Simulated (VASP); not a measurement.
Write the native input for VASP 6.6.1 that does the following.

```
Task                   : single point
Functional             : LDA
Potentials or basis    : VASP PAW LDA potentials, release 64 (Cd, S)
Cutoff                 : 520 eV
k mesh                 : 6 × 6 × 4
Occupations            : gaussian, width 0.01 eV
Spin                   : non-collinear spin, zero start, spin-orbit coupling
Starting moments       : [[0.0, 0.0, 0.0], [0.0, 0.0, 0.0], [0.0, 0.0, 0.0], [0.0, 0.0, 0.0]] μB
Dipole correction      : no
Further INCAR settings : ALGO = Normal; EDIFF = 1e-07; NBANDS = 50
```

The structure of CdS lies in POSCAR:

```
CdS
1.0
    4.1500000000      0.0000000000      0.0000000000
   -2.0750000000      3.5940054300      0.0000000000
    0.0000000000      0.0000000000      6.7370000000
Cd S
2 2
Direct
    0.3333333300      0.6666666700      0.0000000000
    0.6666666700      0.3333333300      0.5000000000
    0.3333333300      0.6666666700      0.3750000000
    0.6666666700      0.3333333300      0.8750000000
```

These files were run (other wordings do the same):

INCAR

```
SYSTEM = CdS
PREC = Accurate ; ENCUT = 520
EDIFF = 1E-7 ; ISMEAR = 0
SIGMA = 0.01 ; LREAL = .FALSE.
LASPH = .TRUE. ; NELM = 150
ALGO = Normal ; ISIF = 2
LWAVE = .FALSE. ; LCHARG = .TRUE.
MAGMOM = 0 0 0 0 0 0 0 0 0 0 0 0 ; LORBIT = 11
LSORBIT = .TRUE. ; GGA_COMPAT = .FALSE.
LORBMOM = .TRUE. ; GGA = CA
LVHAR = .TRUE. ; NBANDS = 50
```

KPOINTS

```
regular mesh
0
G
  6 6 4
  0 0 0
```

Potentials or basis: VASP PAW LDA potentials, release 64 (Cd, S).

The run is started by

```bash
$ cat potpaw_LDA.64/Cd/POTCAR potpaw_LDA.64/S/POTCAR > POTCAR
$ mpirun -np 1 vasp_ncl > vasp.out
```

It gave:

```yaml
Pressure: -2.7 GPa
Largest_force: 0.062 eV/Å
Net_moment: 0.00 μB per cell
Valence_electrons_inside_the_program's_atomic_spheres: Cd 10.32; S 3.69
```

It took 5.1 min on 1 thread of Intel Xeon 8259CL, with other jobs on the host, peak memory 0.43 GiB.
